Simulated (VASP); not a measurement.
Input of a VASP 6.6.1 run:

POSCAR

```
TiO
1.0
    4.9890877720      0.0000000000      0.0000000000
   -2.4945438860      4.3206767523      0.0000000000
    0.0000000000      0.0000000000      2.8733134400
Ti O
3 3
Direct
    0.6666666667      0.3333333333      0.5000000000
    0.3333333333      0.6666666667      0.5000000000
    0.0000000000      0.0000000000      0.0000000000
    0.6055592400      0.6055592400      0.0000000000
    0.3944407600      0.0000000000      0.0000000000
    0.0000000000      0.3944407600      0.0000000000
```

File INCAR.step1:

```
PREC = Accurate
ENCUT = 520
ISMEAR = 0
SIGMA = 0.05
LREAL = F
LASPH = T
NELM = 60
NBANDS = 36
GGA = PE
ALGO = Normal
EDIFF = 1E-4
LWAVE = T
LCHARG = F
```

Contents of INCAR.step2:

```
PREC = Accurate
ENCUT = 520
EDIFF = 1E-6
ISMEAR = 0
SIGMA = 0.05
LREAL = F
LASPH = T
NELM = 60
ALGO = Normal
ISIF = 2
LWAVE = F
LCHARG = F
METAGGA = R2SCAN
LMIXTAU = T
NBANDS = 36
ISTART = 1
```

The input KPOINTS:

```
Automatic mesh
0
Gamma
  6 6 6
```

Potentials or basis: VASP PAW PBE potentials, release 64 (Ti_sv, O).

Run with:

```console
$ cat potpaw_PBE.64/Ti_sv/POTCAR potpaw_PBE.64/O/POTCAR > POTCAR
$ cp INCAR.step1 INCAR
$ mpirun -np 1 vasp_std > vasp.out
$ cp INCAR.step2 INCAR
$ mpirun -np 1 vasp_std > vasp.out
```

Estimate the band gap on the k mesh.

zero (bands 27 and 28 overlap by 1.33 eV).

What does it give for the pressure?

0.1 GPa.

Stress tensor (GPa, compression positive):
```
-0.06  0.00  0.00
 0.00 -0.06  0.00
 0.00  0.00  0.42
```

Caveat: the k points lie up to 0.36 Å⁻¹ apart, too coarse for converged energies and pressures of a metal; the PAW data sets were made with another functional, which shifts forces and pressure a little; semilocal functionals often make such compounds metallic where correlation or magnetic order opens a gap, which also shifts bond lengths.
